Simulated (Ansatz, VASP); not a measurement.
# Two plane-wave programs on YAs4

INCAR

```
ALGO = Normal
EDIFF = 1E-6
EDIFFG = -0.04
ENCUT = 600
GGA = PE
IBRION = 2
ISIF = 3
ISMEAR = 0
LASPH = T
LCHARG = F
LREAL = F
LWAVE = F
NELM = 80
NSW = 90
PREC = Accurate
SIGMA = 0.1
```

The input KPOINTS:

```
k-points
0
Gamma
  4 4 4
```

File POSCAR:

```
YAs4
1.0
   -3.2892693400      3.2892693400      3.2892693400
    3.2892693400     -3.2892693400      3.2892693400
    3.2892693400      3.2892693400     -3.2892693400
Y As
1 4
Direct
    0.0000000000      0.0000000000      0.0000000000
    0.5000000000      0.5000000000      0.5000000000
    0.0000000000      0.0000000000      0.5000000000
    0.0000000000      0.5000000000      0.0000000000
    0.5000000000      0.0000000000      0.0000000000
```

Input for Ansatz:

```yaml
crystal:
  lattice:
    - [-3.28926934, 3.28926934, 3.28926934]
    - [3.28926934, -3.28926934, 3.28926934]
    - [3.28926934, 3.28926934, -3.28926934]
  atoms:
    - { symbol: "Y", position: [0.0, 0.0, 0.0] }
    - { symbol: As, position: [0.5, 0.5, 0.5] }
    - { symbol: As, position: [0.0, 0.0, 0.5] }
    - { symbol: As, position: [0.0, 0.5, 0.0] }
    - { symbol: As, position: [0.5, 0.0, 0.0] }
basis:
  ecutwfc: 420
kpoints:
  mp_grid: { grid: [4, 4, 4] }
hamiltonian:
  xc: pbe
scf:
  occupations: { method: gaussian, width: 0.1 }
  lower_state_search: "off"
output:
  forces: true
  stress: true
  eigenvalues: true
relax:
  adjacent_minimum: "off"
  f_tol: 0.04
  max_steps: 70
  cell: { stress_tol: 0.4 }
```

Alike in both runs: task relaxation of cell and atoms; functional PBE; k mesh 4 × 4 × 4; occupations gaussian, width 0.1 eV; no spin polarisation.

|  | VASP | Ansatz |
| --- | --- | --- |
| version | VASP 6.6.1 | Ansatz 0.2.0 |
| potentials or method | VASP PAW PBE potentials, release 64 (Y_sv, As), cutoff 600 eV | scalar-relativistic, plane waves, PAW |
| valence electrons in the cell | 31 | 71 |

```tsv
	VASP	Ansatz	Ansatz less VASP
gap on the k mesh at the Fermi level, each at its own relaxed structure (eV)	none	none	-
relaxed volume (Å³/atom)	26.44	26.51	+0.072
relaxed cell length with the largest relative difference (Å)	5.558	5.563	+0.0051
```

A gap of «none» marks a metal or a gap that the smearing closes. VASP's potentials hold 31 valence electrons a cell and Ansatz's 71, so a difference there can come from the potentials and not from the codes.

Noted on VASP's run: too few bands were computed for a metal, which touches its energy and stress.
